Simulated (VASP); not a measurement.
# TaC (Fm-3m) in VASP: single point with PBE

Aim: the single point of TaC with PBE.

Program: VASP 6.6.1. These are calculated values, not measurements. Logs are shortened: lines on timing, memory, paths and dates and some standing lists are left out, and cuts for length are marked.

**1. The cell of the first run**

Symmetry: Fm-3m, No. 225, cubic system. Conventional cell: a = 4.446 Å, b = 4.446 Å, c = 4.446 Å, α = 90.00°, β = 90.00°, γ = 90.00°. Ta (site symmetry m-3m) has 6 C at 2.22 Å within 2.9 Å. Within 2.9 Å of C (site symmetry m-3m) lie 6 Ta at 2.22 Å.

**2. Single point, PBE**

The input, INCAR:

```
SYSTEM = TaC
ALGO = Normal
EDIFF = 1E-6
ENCUT = 600
GGA = PE
GGA_COMPAT = .False.
ISIF = 2
ISMEAR = -1
LASPH = .True.
LCHARG = .False.
LREAL = .False.
LWAVE = .False.
NBANDS = 14
NELM = 120
PREC = Accurate
SIGMA = 0.0816
```

The input, KPOINTS:

```
k-points
0
Gamma
  10 10 10
  0 0 0
```

The input, POSCAR:

```
TaC
1.0
    0.0000000000      2.2230000000      2.2230000000
    2.2230000000      0.0000000000      2.2230000000
    2.2230000000      2.2230000000      0.0000000000
Ta C
1 1
Direct
    0.0000000000      0.0000000000      0.0000000000
    0.5000000000      0.5000000000      0.5000000000
```

Potentials or basis: VASP PAW PBE potentials, release 64 (Ta_pv, C).

Run with:

```console
$ cat potpaw_PBE.64/Ta_pv/POTCAR potpaw_PBE.64/C/POTCAR > POTCAR
$ mpirun -np 1 vasp_std > vasp.out
```

OUTCAR:

```text
SYSTEM = TaC
   EDIFF = 1E-6
   ENCUT = 600
   GGA = PE
   ISIF = 2
   ISMEAR = -1
   LASPH = .True.
   LREAL = .False.
   NELM = 120
   PREC = Accurate

 ion  position               nearest neighbor table
   1  0.000  0.000  0.000-   2 2.22   2 2.22   2 2.22   2 2.22   2 2.22   2 2.22
   2  0.500  0.500  0.500-   1 2.22   1 2.22   1 2.22   1 2.22   1 2.22   1 2.22

  LATTYP: Found a face centered cubic cell.
 ALAT       =     4.4460000000

  Lattice vectors:

 A1 = (   0.0000000000,   2.2230000000,   2.2230000000)
 A2 = (   2.2230000000,   0.0000000000,   2.2230000000)
 A3 = (   2.2230000000,   2.2230000000,   0.0000000000)

Analysis of symmetry for initial positions (statically):
=====================================================================
 Subroutine PRICEL returns:
 Original cell was already a primitive cell.

 Routine SETGRP: Setting up the symmetry group for a
 face centered cubic supercell.

 Subroutine GETGRP returns: Found 48 space group operations
 (whereof 48 operations were pure point group operations)
 out of a pool of 48 trial point group operations.

The static configuration has the point symmetry O_h .

Analysis of symmetry for dynamics (positions and initial velocities):
=====================================================================
 Subroutine PRICEL returns:
 Original cell was already a primitive cell.

 Routine SETGRP: Setting up the symmetry group for a
 face centered cubic supercell.

 Subroutine GETGRP returns: Found 48 space group operations
 (whereof 48 operations were pure point group operations)
 out of a pool of 48 trial point group operations.

The dynamic configuration has the point symmetry O_h .

 Subroutine INISYM returns: Found 48 space group operations
 (whereof 48 operations are pure point group operations),
 and found     1 'primitive' translations

----------------------------------------------------------------------------------------

                                     Primitive cell

  volume of cell :      21.9709

  direct lattice vectors                    reciprocal lattice vectors
     0.000000000  2.223000000  2.223000000    -0.224921278  0.224921278  0.224921278
     2.223000000  0.000000000  2.223000000     0.224921278 -0.224921278  0.224921278
     2.223000000  2.223000000  0.000000000     0.224921278  0.224921278 -0.224921278

  length of vectors
     3.143796749  3.143796749  3.143796749     0.389575080  0.389575080  0.389575080

  position of ions in fractional coordinates (direct lattice)
     0.000000000  0.000000000  0.000000000
     0.500000000  0.500000000  0.500000000

  ion indices of the primitive-cell ions
   primitive index   ion index
                 1           1
                 2           2

----------------------------------------------------------------------------------------

 KPOINTS: k-points

Automatic generation of k-mesh.
 Grid dimensions read from file:
 generate k-points for:   10   10   10

 Generating k-lattice:

  Cartesian coordinates                     Fractional coordinates (reciprocal lattice)
    -0.022492128  0.022492128  0.022492128     0.100000000  0.000000000  0.000000000
     0.022492128 -0.022492128  0.022492128     0.000000000  0.100000000  0.000000000
     0.022492128  0.022492128 -0.022492128     0.000000000  0.000000000  0.100000000

  Length of vectors
     0.038957508  0.038957508  0.038957508

  Shift w.r.t. Gamma in fractional coordinates (k-lattice)
     0.000000000  0.000000000  0.000000000

 Subroutine IBZKPT returns following result:
 ===========================================

 Found     47 irreducible k-points:

 Following reciprocal coordinates:
            Coordinates               Weight
  0.000000  0.000000  0.000000      1.000000
  0.100000  0.000000  0.000000      8.000000
  0.200000  0.000000  0.000000      8.000000
  0.300000  0.000000  0.000000      8.000000
  0.400000  0.000000  0.000000      8.000000
  0.500000  0.000000  0.000000      4.000000
[... 16 lines left out ...]
  0.300000  0.300000  0.000000      6.000000
  0.400000  0.300000  0.000000     24.000000
 [... further k-points ...]
   k-points           NKPTS =     47   k-points in BZ     NKDIM =     47   number of bands    NBANDS=     14
   number of dos      NEDOS =    301   number of ions     NIONS =      2
   total plane-waves  NPLWV =  21952
   dimension x,y,z NGX =    28 NGY =   28 NGZ =   28
   dimension x,y,z NGXF=    56 NGYF=   56 NGZF=   56
   ions per type =               1   1
   NGX,Y,Z   is equivalent  to a cutoff of  14.81, 14.81, 14.81 a.u.
   NGXF,Y,Z  is equivalent  to a cutoff of  29.61, 29.61, 29.61 a.u.
 SYSTEM =  TaC
   PREC   = accura    normal or accurate (medium, high low for compatibility)
   ISTART =      0    job   : 0-new  1-cont  2-samecut
   ICHARG =      2    charge: 1-file 2-atom 10-const
   ISPIN  =      1    spin polarized calculation?
   LNONCOLLINEAR =      F non collinear calculations
   LSORBIT =      F    spin-orbit coupling
   LASPH  =      T    aspherical Exc in radial PAW
   ENCUT  =  600.0 eV  44.10 Ry    6.64 a.u.   6.28  6.28  6.28*2*pi/ulx,y,z
   NELM   =    120;   NELMIN=  2; NELMDL= -5     # of ELM steps
   EDIFF  = 0.1E-05   stopping-criterion for ELM
   LREAL  =      F    real-space projection
   EDIFFG = 0.1E-04   stopping-criterion for IOM
   NSW    =      0    number of steps for IOM
   IBRION =     -1    ionic relax: 0-MD 1-quasi-New 2-CG
   NFREE  =      0    steps in history (QN), initial steepest desc. (CG)
   ISIF   =      2    stress and relaxation
   ISYM   =      2    0-nonsym 1-usesym 2-fastsym
   POTIM  = 0.5000    time-step for ionic-motion
   TEBEG  =    0.0;   TEEND  =   0.0 temperature during run
   PSTRESS=    0.0 pullay stress
   NELECT =      15.0000    total number of electrons
   NUPDOWN=      -1.0000    fix difference up-down
   EMIN   =  10.00;   EMAX   =-10.00  energy-range for DOS
   EFERMI =   0.00;   METHOD = LEGACY
   ISMEAR =    -1;   SIGMA  =   0.08  broadening in eV -4-tet -1-fermi 0-gaus
   EFERMI_NEDOS =   21; number of points for ismear=-14 and -15
   IALGO  =     38    algorithm
   IMIX   =      4    mixing-type and parameters
     AMIX     =   0.40;   BMIX     =  1.00
     AMIX_MAG =   1.60;   BMIX_MAG =  1.00
  volume/ion in A,a.u.               =      10.99        74.13
  Fermi-wavevector in a.u.,A,eV,Ry     =   1.441526  2.724089 28.272865  2.077997
  Thomas-Fermi vector in A             =   2.560148
   LORBIT       =      0    0 simple, 1 ext, 2 COOP (PROOUT), +10 PAW based schemes
   GGA     = PE    functional components
   LHFCALC =     F    Hartree Fock is set to
   AEXX    =    0.0000 exact exchange contribution
   IVDW    =     0    specifies the selected vdW correction
   LEPSILON=     F    determine dielectric tensor
   LRPA    =     F    only Hartree local field effects (RPA)
 non-spin polarized calculation
  energy-cutoff  :      600.00
  volume of cell :       21.97
 maximum number of plane-waves:       754
 NGX is ok and might be reduce to    28
   NGX = 13   NGY = 13   NGZ = 13

 number of electron      14.9999999 magnetization

 Free energy of the ion-electron system (eV)
  ---------------------------------------------------
  ext. energy  EPLUGINS =         0.00000000
  ---------------------------------------------------
  free energy    TOTEN  =       -22.20653929 eV

  energy without entropy =      -22.19798028  energy(sigma->0) =      -22.20225978

 E-fermi :   8.4306     XC(G=0): -13.2352

 val. band max:        8.3714574578   @ k =   0.2000   0.0000   0.0000
 cond. band min:       8.5745193375   @ k =  -0.4000   0.3000   0.0000
 fundamental gap:      0.2030618798
 Fermi energy:         8.4306179756

 k-point     1 :       0.0000    0.0000    0.0000
  band No.  band energies     occupation
      1     -26.5887      2.00000
      2     -26.5887      2.00000
      3     -26.5887      2.00000
      4      -6.4047      2.00000
      5       7.1153      2.00000
      6       7.1153      2.00000
      7       7.1153      2.00000
      8       7.9737      1.99263
      9       7.9737      1.99263
     10       7.9737      1.99263
     11       9.1220      0.00042
     12       9.1220      0.00042
     13      15.1079      0.00000
     14      18.5165      0.00000

 k-point     2 :       0.1000    0.0000    0.0000
  band No.  band energies     occupation
      1     -26.6628      2.00000
      2     -26.5961      2.00000
      3     -26.5961      2.00000
      4      -6.1217      2.00000
      5       5.9059      2.00000
      6       6.3510      2.00000
      7       6.3510      2.00000
      8       7.6641      1.99983
      9       7.6641      1.99983
     10       8.6101      0.19951
     11      10.7594      0.00000
     12      10.7594      0.00000
     13      15.6346      0.00000
     14      19.2212      0.00000

 k-point     3 :       0.2000    0.0000    0.0000
  band No.  band energies     occupation
      1     -26.8519      2.00000
      2     -26.6155      2.00000
      3     -26.6155      2.00000
      4      -5.3282      2.00000
      5       4.1075      2.00000
      6       4.9275      2.00000
      7       4.9275      2.00000
      8       8.3715      1.34742
      9       8.3715      1.34742
     10       9.1848      0.00019
     11      13.0901      0.00000
     12      13.0901      0.00000
     13      16.7207      0.00000
     14      20.8405      0.00000
[... 324 lines left out ...]
 k-point    23 :       0.3000    0.3000    0.0000
  band No.  band energies     occupation
      1     -27.0304      2.00000
      2     -26.7561      2.00000
      3     -26.7561      2.00000
      4      -4.3250      2.00000
      5       2.2801      2.00000
      6       4.7458      2.00000
      7       6.1128      2.00000
      8       6.1129      2.00000
      9      10.3255      0.00000
     10      12.2636      0.00000
     11      12.2636      0.00000
     12      14.7999      0.00000
     13      20.0738      0.00000
     14      21.4293      0.00000

 k-point    24 :       0.4000    0.3000    0.0000
  band No.  band energies     occupation
      1     -27.1226      2.00000
      2     -26.8054      2.00000
      3     -26.7830      2.00000
      4      -4.0369      2.00000
      5       2.4130      2.00000
      6       4.0913      2.00000
      7       5.7391      2.00000
      8       6.6100      2.00000
      9      11.2289      0.00000
     10      12.5093      0.00000
     11      12.7324      0.00000
     12      15.7561      0.00000
     13      18.8783      0.00000
     14      20.5955      0.00000

 [... further k-points ...]
[... 5 lines left out ...]
  --------------------------------------------------------------------------------------
  -------------------------------------------------------------------------------------
  Total        0.9990363      0.9990363      0.9990363     -0.0000000      0.0000000      0.0000000
  in kB       72.8523341     72.8523341     72.8523341     -0.0000000      0.0000000      0.0000000
  external PRESSURE =      72.8523341 kB  Pullay stress =       0.0000000 kB

 VOLUME and BASIS-vectors are now :
 -----------------------------------------------------------------------------
  energy-cutoff  :      600.00
  volume of cell :       21.97
      direct lattice vectors                 reciprocal lattice vectors
     0.000000000  2.223000000  2.223000000    -0.224921278  0.224921278  0.224921278
     2.223000000  0.000000000  2.223000000     0.224921278 -0.224921278  0.224921278
     2.223000000  2.223000000  0.000000000     0.224921278  0.224921278 -0.224921278

 POSITION                                       TOTAL-FORCE (eV/Angst)
 -----------------------------------------------------------------------------------
      0.00000      0.00000      0.00000        -0.000000      0.000000      0.000000
      2.22300      2.22300      2.22300         0.000000     -0.000000     -0.000000
 -----------------------------------------------------------------------------------
    total drift:                                0.000000      0.000000      0.000000

  FREE ENERGIE OF THE ION-ELECTRON SYSTEM (eV)
  ---------------------------------------------------
  free  energy   TOTEN  =       -22.2065392907 eV

  energy  without entropy=      -22.1979802781  energy(sigma->0) =      -22.20225978
```

Run time: 45 s. Hardware: 1 thread of Intel Xeon 8259CL, shared host; peak memory 0.17 GiB.

What came out:

```yaml
Free_energy: -22.2065 eV
Pressure: 7.3 GPa
```

Levels at points of the mesh, in eV from the Fermi level:
| k point | band 5 | band 6 | band 7 | band 8 | band 9 | band 10 | band 11 | band 12 |
| --- | --- | --- | --- | --- | --- | --- | --- | --- |
| (0.00, 0.00, 0.00) | -1.32 | -1.32 | -1.32 | -0.46 | -0.46 | -0.46 | 0.69 | 0.69 |
| (0.50, 0.00, 0.00) | -8.75 | -5.49 | -5.49 | 2.78 | 2.78 | 3.77 | 5.45 | 10.06 |
| (0.50, 0.50, 0.00) | -4.60 | -4.56 | -1.74 | -1.74 | 2.67 | 4.17 | 4.17 | 6.99 |

Caveat: spin-orbit coupling is left out, which moves the levels of the heavy elements.
